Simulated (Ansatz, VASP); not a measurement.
CsH: VASP beside Ansatz

The input POSCAR:

```
CsH
1.0
    0.0000000000      2.8403280946      4.0162239258
    2.8403280946      0.0000000000      4.0162239258
    2.8403280946      2.8403280946      0.0000000000
Cs H
1 1
Direct
    0.0000000000      0.0000000000      0.0000000000
    0.5000000000      0.5000000000      0.5000000000
```

Contents of INCAR.step1:

```
ALGO = Normal
EDIFF = 1E-4
ENCUT = 520
GGA = PE
ISMEAR = 0
LASPH = True
LCHARG = False
LREAL = False
LWAVE = True
NBANDS = 12
NELM = 80
PREC = Accurate
SIGMA = 0.05
```

File INCAR.step2:

```
ALGO = Normal
EDIFF = 1E-7
ENCUT = 520
ISIF = 2
ISMEAR = 0
ISTART = 1
LASPH = True
LCHARG = True
LELF = True
LMIXTAU = True
LREAL = False
LVHAR = True
LWAVE = False
METAGGA = R2SCAN
NBANDS = 12
NELM = 80
PREC = Accurate
SIGMA = 0.05
```

KPOINTS

```
k-points
0
Gamma
  8 8 8
```

Input for Ansatz:

```yaml
crystal:
  lattice:
    - [0.0, 2.8403280946, 4.0162239258]
    - [2.8403280946, 0.0, 4.0162239258]
    - [2.8403280946, 2.8403280946, 0.0]
  atoms:
    - { symbol: Cs, position: [0.0, 0.0, 0.0] }
    - { symbol: H, position: [0.5, 0.5, 0.5] }
basis:
  ecutwfc: 500
kpoints:
  mp_grid: { grid: [8, 8, 8] }
hamiltonian:
  xc: r2scan
scf:
  occupations: { method: gaussian, width: 0.05 }
output:
  forces: true
  stress: true
  eigenvalues: true
```

Alike in both runs: task single point; functional r2SCAN; k mesh 8 × 8 × 8; occupations gaussian, width 0.05 eV; no spin polarisation.

```csv
,VASP,Ansatz
version,VASP 6.6.1,Ansatz 0.2.0
potentials or method,"VASP PAW PBE potentials, release 64 (Cs_sv, H), cutoff 520 eV","scalar-relativistic, plane waves, PAW"
valence electrons in the cell,10,10
```

|  | VASP | Ansatz | Ansatz less VASP |
| --- | --- | --- | --- |
| gap on the k mesh at the Fermi level (eV) | 2.19 | 2.22 | +0.030 |
| least direct gap on the mesh (eV) | 2.19 | 2.22 | +0.030 |
| pressure (GPa) | 2.5 | 2.5 | -0.08 |
| traceless stress, the component that is largest in VASP (GPa) | -3.94 | -3.83 | +0.112 |

VASP's potentials were made for PBE, not for r2SCAN.

Neither program's run includes spin-orbit coupling.
